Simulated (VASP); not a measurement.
Wanted: the native input for a VASP 6.6.1 run.

| Item | Value |
| --- | --- |
| Task | single point |
| Functional | PBE |
| Potentials or basis | VASP PAW PBE potentials, release 64 (Tl_d) |
| Cutoff | 520 eV |
| k mesh | 18 × 18 × 10 |
| Occupations | methfessel-paxton, width 0.1 eV |
| Spin | no spin polarisation |
| Dipole correction | no |
| Further INCAR settings | ALGO = Normal; EDIFF = 1e-07; NBANDS = 20 |

The structure of Tl lies in POSCAR:

```
Tl
1.0
    3.5809177412      0.0000000000      0.0000000000
   -1.7904588706      3.1011657327      0.0000000000
    0.0000000000      0.0000000000      5.6579086144
Tl
2
Direct
    0.0000000000      0.0000000000      0.0000000000
    0.3333333333      0.6666666667      0.5000000000
```

These files were run (other wordings do the same):

INCAR

```
SYSTEM = Tl
PREC = Accurate
ENCUT = 520
EDIFF = 1E-7
ISMEAR = 1
SIGMA = 0.1
LREAL = .FALSE.
LASPH = .TRUE.
NELM = 100
ALGO = Normal
ISIF = 2
LWAVE = .FALSE.
LCHARG = .FALSE.
GGA = PE
NBANDS = 20
```

KPOINTS

```
regular mesh
0
G
  18 18 10
  0 0 0
```

Potentials or basis: VASP PAW PBE potentials, release 64 (Tl_d).

Launch:

```console
$ cat potpaw_PBE.64/Tl_d/POTCAR > POTCAR
$ mpirun -np 1 vasp_std > vasp.out
```

It gave:

The pressure is -0.1 GPa. The band gap on the k mesh is zero (bands 13 and 14 overlap by 5.24 eV).

Caveat: spin-orbit coupling is left out, which moves the levels of the heavy elements.

Wall time 70 s on 1 thread of Intel(R) Xeon(R) 6975P-C (Granite Rapids), with other jobs on the host, peak memory 0.34 GiB.
